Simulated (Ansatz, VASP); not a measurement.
## CsSnBr3 in VASP and in Ansatz

The input POSCAR:

```
CsSnBr3
1.0
    5.7821432729      0.0000000000      0.0000000000
    0.0000000000      5.7821432729      0.0000000000
    0.0000000000      0.0000000000      5.7821432729
Cs Sn Br
1 1 3
Direct
    0.0000000000      0.0000000000      0.0000000000
    0.5000000000      0.5000000000      0.5000000000
    0.5000000000      0.5000000000      0.0000000000
    0.5000000000      0.0000000000      0.5000000000
    0.0000000000      0.5000000000      0.5000000000
```

File INCAR.step1:

```
PREC     = Accurate       # precision mode
ENCUT    = 550            # plane-wave cutoff, eV
ISMEAR   = 0              # smearing method
SIGMA    = 0.01           # smearing width, eV
LREAL    = False          # projectors in reciprocal space
LASPH    = True           # aspherical terms in the spheres
NELM     = 120            # most SCF steps
NBANDS   = 30             # bands
GGA      = PE             # functional
ALGO     = Normal         # electronic algorithm
EDIFF    = 1E-5           # SCF threshold, eV
LWAVE    = True           # write WAVECAR
LCHARG   = False          # write CHGCAR
GGA_COMPAT= False
```

File INCAR.step2:

```
PREC     = Accurate       # precision mode
ENCUT    = 550            # plane-wave cutoff, eV
EDIFF    = 1E-6           # SCF threshold, eV
ISMEAR   = 0              # smearing method
SIGMA    = 0.01           # smearing width, eV
LREAL    = False          # projectors in reciprocal space
LASPH    = True           # aspherical terms in the spheres
NELM     = 120            # most SCF steps
ALGO     = Normal         # electronic algorithm
ISIF     = 2              # what is computed and relaxed
LWAVE    = False          # write WAVECAR
LCHARG   = False          # write CHGCAR
METAGGA  = R2SCAN         # meta-GGA
LMIXTAU  = True         
NBANDS   = 30             # bands
ISTART   = 1            
GGA_COMPAT= False
```

Contents of KPOINTS:

```
Automatic mesh
0
Gamma
  4 4 4
```

Input for Ansatz:

```yaml
crystal:
  lattice:
    - [5.7821432729, 0.0, 0.0]
    - [0.0, 5.7821432729, 0.0]
    - [0.0, 0.0, 5.7821432729]
  atoms:
    - { symbol: Cs, position: [0.0, 0.0, 0.0] }
    - { symbol: Sn, position: [0.5, 0.5, 0.5] }
    - { symbol: Br, position: [0.5, 0.5, 0.0] }
    - { symbol: Br, position: [0.5, 0.0, 0.5] }
    - { symbol: Br, position: [0.0, 0.5, 0.5] }
kpoints:
  mp_grid: { grid: [4, 4, 4] }
hamiltonian:
  xc: r2scan
scf:
  occupations: { method: fixed }
  n_extra_bands: 5
output:
  forces: true
  stress: true
  eigenvalues: true
```

Alike in both runs: task single point; functional r2SCAN; k mesh 4 × 4 × 4; no spin polarisation.

|  | VASP | Ansatz |
| --- | --- | --- |
| version | VASP 6.6.1 | Ansatz 0.2.0 |
| potentials or method | VASP PAW PBE potentials, release 64 (Cs_sv, Sn_d, Br) | plane waves, PAW |
| plane-wave cutoff (eV) | 550 | 500 |
| occupations | gaussian, width 0.01 eV | fixed |
| valence electrons in the cell | 44 | 44 |

```csv
,VASP,Ansatz,Ansatz less VASP
gap on the k mesh at the Fermi level (eV),0.51,0.51,-0.008
pressure (GPa),0.7,0.7,-0.01
```

VASP's potentials were made for PBE, not for r2SCAN.

Neither program's run includes spin-orbit coupling.
